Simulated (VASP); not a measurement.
# PtS2 (P-3m1) in VASP: single point with PBE

Aim: the single point of PtS2 with PBE.

All numbers are computed with VASP 6.6.1; they aren't measurements. Logs are shortened: lines on timing, memory, paths and dates and some standing lists are left out, and cuts for length are marked.

## Step 1: The cell of the first run

The structure is trigonal, space group P-3m1 (No. 164). Conventional cell: a = 3.551 Å, b = 3.551 Å, c = 6.153 Å, α = 90.00°, β = 90.00°, γ = 120.00°. Pt (site symmetry -3m) has 6 S at 2.39 Å within 3.2 Å. S (site symmetry 3m) has 3 Pt at 2.39 Å within 3.2 Å.

## Step 2: Single point, PBE

Input file INCAR:

```
SYSTEM = PtS2
ALGO = Normal
EDIFF = 1E-6
ENCUT = 500
GGA = PE
GGA_COMPAT = .FALSE.
ISIF = 2
ISMEAR = 0
LASPH = .TRUE.
LCHARG = .FALSE.
LREAL = .FALSE.
LWAVE = .FALSE.
NBANDS = 18
NELM = 120
PREC = Accurate
SIGMA = 0.1
```

Input file KPOINTS:

```
k-points
0
G
  6 6 4
  0 0 0
```

Input file POSCAR:

```
PtS2
1.0
    3.5505553136      0.0000000000      0.0000000000
   -1.7752776568      3.0748710992      0.0000000000
    0.0000000000      0.0000000000      6.1529996485
Pt S
1 2
Direct
    0.0000000000      0.0000000000      0.0000000000
    0.6666666667      0.3333333333      0.7990307773
    0.3333333333      0.6666666667      0.2009692227
```

Potentials or basis: VASP PAW PBE potentials, release 64 (Pt, S).

Command:

```console
$ cat potpaw_PBE.64/Pt/POTCAR potpaw_PBE.64/S/POTCAR > POTCAR
$ mpirun -np 1 vasp_std > vasp.out
```

OUTCAR:

```text
SYSTEM = PtS2
   EDIFF = 1E-6
   ENCUT = 500
   GGA = PE
   ISIF = 2
   ISMEAR = 0
   LASPH = .TRUE.
   LREAL = .FALSE.
   NELM = 120
   PREC = Accurate

 ion  position               nearest neighbor table
   1  0.000  0.000  0.000-   2 2.39   3 2.39   2 2.39   3 2.39   2 2.39   3 2.39
   2  0.667  0.333  0.799-   1 2.39   1 2.39   1 2.39
   3  0.333  0.667  0.201-   1 2.39   1 2.39   1 2.39

  LATTYP: Found a hexagonal cell.
 ALAT       =     3.5505553136
 C/A-ratio  =     1.7329682557

  Lattice vectors:

 A1 = (   3.5505553136,   0.0000000000,   0.0000000000)
 A2 = (  -1.7752776568,   3.0748710992,   0.0000000000)
 A3 = (   0.0000000000,   0.0000000000,   6.1529996485)

Analysis of symmetry for initial positions (statically):
=====================================================================
 Subroutine PRICEL returns:
 Original cell was already a primitive cell.

 Routine SETGRP: Setting up the symmetry group for a
 hexagonal supercell.

 Subroutine GETGRP returns: Found 12 space group operations
 (whereof 12 operations were pure point group operations)
 out of a pool of 24 trial point group operations.

The static configuration has the point symmetry D_3d.

Analysis of symmetry for dynamics (positions and initial velocities):
=====================================================================
 Subroutine PRICEL returns:
 Original cell was already a primitive cell.

 Routine SETGRP: Setting up the symmetry group for a
 hexagonal supercell.

 Subroutine GETGRP returns: Found 12 space group operations
 (whereof 12 operations were pure point group operations)
 out of a pool of 24 trial point group operations.

The dynamic configuration has the point symmetry D_3d.

 Subroutine INISYM returns: Found 12 space group operations
 (whereof 12 operations are pure point group operations),
 and found     1 'primitive' translations

----------------------------------------------------------------------------------------

                                     Primitive cell

  volume of cell :      67.1754

  direct lattice vectors                    reciprocal lattice vectors
     3.550555314  0.000000000  0.000000000     0.281646084  0.162608442  0.000000000
    -1.775277657  3.074871099  0.000000000     0.000000000  0.325216885  0.000000000
     0.000000000  0.000000000  6.152999648     0.000000000  0.000000000  0.162522356

  length of vectors
[... 81 lines left out ...]
   ENCUT  =  500.0 eV  36.75 Ry    6.06 a.u.   6.47  6.47 11.22*2*pi/ulx,y,z
   NELM   =    120;   NELMIN=  2; NELMDL= -5     # of ELM steps
   EDIFF  = 0.1E-05   stopping-criterion for ELM
   LREAL  =      F    real-space projection
   EDIFFG = 0.1E-04   stopping-criterion for IOM
   NSW    =      0    number of steps for IOM
   IBRION =     -1    ionic relax: 0-MD 1-quasi-New 2-CG
   NFREE  =      0    steps in history (QN), initial steepest desc. (CG)
   ISIF   =      2    stress and relaxation
   ISYM   =      2    0-nonsym 1-usesym 2-fastsym
   POTIM  = 0.5000    time-step for ionic-motion
   TEBEG  =    0.0;   TEEND  =   0.0 temperature during run
   PSTRESS=    0.0 pullay stress
   NELECT =      22.0000    total number of electrons
   NUPDOWN=      -1.0000    fix difference up-down
   EMIN   =  10.00;   EMAX   =-10.00  energy-range for DOS
   EFERMI =   0.00;   METHOD = LEGACY
   ISMEAR =     0;   SIGMA  =   0.10  broadening in eV -4-tet -1-fermi 0-gaus
   EFERMI_NEDOS =   21; number of points for ismear=-14 and -15
   IALGO  =     38    algorithm
   IMIX   =      4    mixing-type and parameters
     AMIX     =   0.40;   BMIX     =  1.00
     AMIX_MAG =   1.60;   BMIX_MAG =  1.00
  volume/ion in A,a.u.               =      22.39       151.11
  Fermi-wavevector in a.u.,A,eV,Ry     =   1.128441  2.132445 17.325388  1.273380
  Thomas-Fermi vector in A             =   2.265131
   LORBIT       =      0    0 simple, 1 ext, 2 COOP (PROOUT), +10 PAW based schemes
   GGA     = PE    functional components
   LHFCALC =     F    Hartree Fock is set to
   AEXX    =    0.0000 exact exchange contribution
   IVDW    =     0    specifies the selected vdW correction
   LEPSILON=     F    determine dielectric tensor
   LRPA    =     F    only Hartree local field effects (RPA)
 non-spin polarized calculation
 Gauss-broadening in eV      SIGMA  =   0.10
  energy-cutoff  :      500.00
  volume of cell :       67.18
 maximum number of plane-waves:      1734
 NGX is ok and might be reduce to    28
   NGX = 13   NGY = 13   NGZ = 23

 number of electron      21.9999997 magnetization

 Free energy of the ion-electron system (eV)
  ---------------------------------------------------
  ext. energy  EPLUGINS =         0.00000000
  ---------------------------------------------------
  free energy    TOTEN  =       -15.46049364 eV

  energy without entropy =      -15.46049364  energy(sigma->0) =      -15.46049364

 E-fermi :   4.2994     XC(G=0):  -9.3109

 val. band max:        3.8284979776   @ k =   0.0000   0.1667   0.2500
 cond. band min:       5.5496960663   @ k =   0.0000   0.3333   0.2500
 fundamental gap:      1.7211980888
 Fermi energy:         4.2993749280

 k-point     1 :       0.0000    0.0000    0.0000
  band No.  band energies     occupation
      1     -10.4242      2.00000
      2      -8.1345      2.00000
      3      -1.9181      2.00000
      4      -1.9181      2.00000
      5      -1.7963      2.00000
      6       0.7552      2.00000
[... 481 lines left out ...]
      5      -1.5441      2.00000
      6       0.1850      2.00000
[... 10 lines left out ...]
     17      12.4471      0.00000
     18      14.6110      0.00000

------------------------ aborting loop because EDIFF is reached ----------------------------------------

  FORCE on cell =-STRESS in cart. coord.  units (eV):
  Direction    XX          YY          ZZ          XY          YZ          ZX
  --------------------------------------------------------------------------------------
  -------------------------------------------------------------------------------------
  Total        0.5607351      0.5607351      0.0943483     -0.0000000     -0.0000000      0.0000000
  in kB       13.3739058     13.3739058      2.2502697     -0.0000000     -0.0000000      0.0000000
  external PRESSURE =       9.6660271 kB  Pullay stress =       0.0000000 kB

 VOLUME and BASIS-vectors are now :
 -----------------------------------------------------------------------------
  energy-cutoff  :      500.00
  volume of cell :       67.18
      direct lattice vectors                 reciprocal lattice vectors
     3.550555314  0.000000000  0.000000000     0.281646084  0.162608442  0.000000000
    -1.775277657  3.074871099  0.000000000     0.000000000  0.325216885  0.000000000
     0.000000000  0.000000000  6.152999648     0.000000000  0.000000000  0.162522356

 POSITION                                       TOTAL-FORCE (eV/Angst)
 -----------------------------------------------------------------------------------
      0.00000      0.00000      0.00000        -0.000000      0.000000      0.000000
      1.77528      1.02496      4.91644         0.000000      0.000000     -0.015993
     -0.00000      2.04991      1.23656        -0.000000      0.000000      0.015993
 -----------------------------------------------------------------------------------
    total drift:                               -0.000000      0.000000      0.000000

  FREE ENERGIE OF THE ION-ELECTRON SYSTEM (eV)
  ---------------------------------------------------
  free  energy   TOTEN  =       -15.4604936418 eV

  energy  without entropy=      -15.4604936418  energy(sigma->0) =      -15.46049364
```

Wall time 16 s (1 thread of Intel Xeon Platinum 8488C (Sapphire Rapids), shared host); peak memory 0.19 GiB.

What came out:

```
Free energy            : -15.4605 eV
Pressure               : 1.0 GPa
Largest force          : 0.016 eV/Å
Band gap on the k mesh : 1.72 eV, indirect (least direct gap 1.84 eV)
```

Forces on the atoms (eV/Å):
```
Pt   0.000  0.000  0.000
S    0.000  0.000 -0.016
S    0.000  0.000  0.016
```

Caveat: spin-orbit coupling is left out, which moves the levels of the heavy elements; this functional lacks dispersion, which binds the layers, so the pressure and a relaxed spacing across them are unreliable. As with any semilocal functional, this PBE gap is likely too small.
